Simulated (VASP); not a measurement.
Wanted: the native input for a VASP 6.6.1 run.

```yaml
Task: single point
Functional: PBE
Potentials_or_basis: VASP PAW PBE potentials, release 64 (Si, P)
Cutoff: 500 eV
k_mesh: 3 × 3 × 3
Occupations: gaussian, width 0.2 eV
Spin: no spin polarisation
Dipole_correction: no
Further_INCAR_settings: ALGO = Normal; EDIFF = 1e-06; NBANDS = 30
```

The structure of SiP7 lies in POSCAR:

```
SiP7
1.0
    5.4781810449      0.0000000000      0.0000000000
    0.0000000000      5.4781810449      0.0000000000
    0.0000000000      0.0000000000      5.4781810449
Si P
1 7
Direct
    0.0000000000      0.0000000000      0.0000000000
    0.2463937904      0.2463937904      0.2463937904
    0.0000000000      0.5000000000      0.5000000000
    0.5000000000      0.5000000000      0.0000000000
    0.5000000000      0.0000000000      0.5000000000
    0.7536062096      0.2463937904      0.7536062096
    0.7536062096      0.7536062096      0.2463937904
    0.2463937904      0.7536062096      0.7536062096
```

These files were run (other wordings do the same):

INCAR

```
SYSTEM = SiP7
PREC = Accurate ; ENCUT = 500
EDIFF = 1E-6 ; ISMEAR = 0
SIGMA = 0.2 ; LREAL = .False.
LASPH = .True. ; NELM = 120
ALGO = Normal ; ISIF = 2
LWAVE = .False. ; LCHARG = .True.
GGA = PE ; LELF = .True.
LVHAR = .True. ; NBANDS = 30
GGA_COMPAT = .False.
```

KPOINTS

```
Automatic mesh
0
Gamma
  3 3 3
  0 0 0
```

Potentials or basis: VASP PAW PBE potentials, release 64 (Si, P).

Run with:

```sh
$ cat potpaw_PBE.64/Si/POTCAR potpaw_PBE.64/P/POTCAR > POTCAR
$ mpirun -np 1 vasp_std > vasp.out
```

Results of the run:

The pressure is -0.3 GPa. The largest force is 0.055 eV/Å.

Caveat: the k points lie up to 0.38 Å⁻¹ apart.

It took 17 s on 1 thread of Intel(R) Xeon(R) Platinum 8488C (Sapphire Rapids), on a shared host, peak memory 0.23 GiB.
